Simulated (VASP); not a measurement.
A run of VASP 6.6.1 is set up as follows.

INCAR

```
SYSTEM = P
ALGO     = Normal         ! electronic algorithm
EDIFF    = 1E-6           ! SCF threshold, eV
ENCUT    = 520            ! plane-wave cutoff, eV
GGA      = PE             ! functional
ISIF     = 2              ! what is computed and relaxed
ISMEAR   = 0              ! smearing method
LASPH    = .True.         ! aspherical terms in the spheres
LCHARG   = .True.         ! write CHGCAR
LELF     = .True.         ! ELF
LREAL    = .False.        ! projectors in reciprocal space
LVHAR    = .True.       
LWAVE    = .False.        ! write WAVECAR
NBANDS   = 30             ! bands
NELM     = 80             ! most SCF steps
PREC     = Accurate       ! precision mode
SIGMA    = 0.1            ! smearing width, eV
```

The input KPOINTS:

```
k-points
0
Gamma
  4 4 4
  0 0 0
```

File POSCAR:

```
P
1.0
    0.0000000000      4.2960541920      4.2960541920
    4.2960541920      0.0000000000      4.2960541920
    4.2960541920      4.2960541920      0.0000000000
P
8
Direct
    0.8645777779      0.8645777779      0.8645777779
    0.8645777779      0.8645777779      0.4062666664
    0.8645777779      0.4062666664      0.8645777779
    0.4062666664      0.8645777779      0.8645777779
    0.1354222221      0.1354222221      0.5937333336
    0.1354222221      0.1354222221      0.1354222221
    0.1354222221      0.5937333336      0.1354222221
    0.5937333336      0.1354222221      0.1354222221
```

Potentials or basis: VASP PAW PBE potentials, release 64 (P).

Launch:

```sh
$ cat potpaw_PBE.64/P/POTCAR > POTCAR
$ mpirun -np 1 vasp_std > vasp.out
```

(1) Predict the pressure.

(2) What does it give for the band gap on the k mesh?

Answers

(1) -0.1 GPa.

(2) zero (bands 20 and 21 overlap by 1.58 eV).

Caveat: this functional lacks dispersion, which holds the molecules together, so the pressure and a relaxed volume are unreliable.
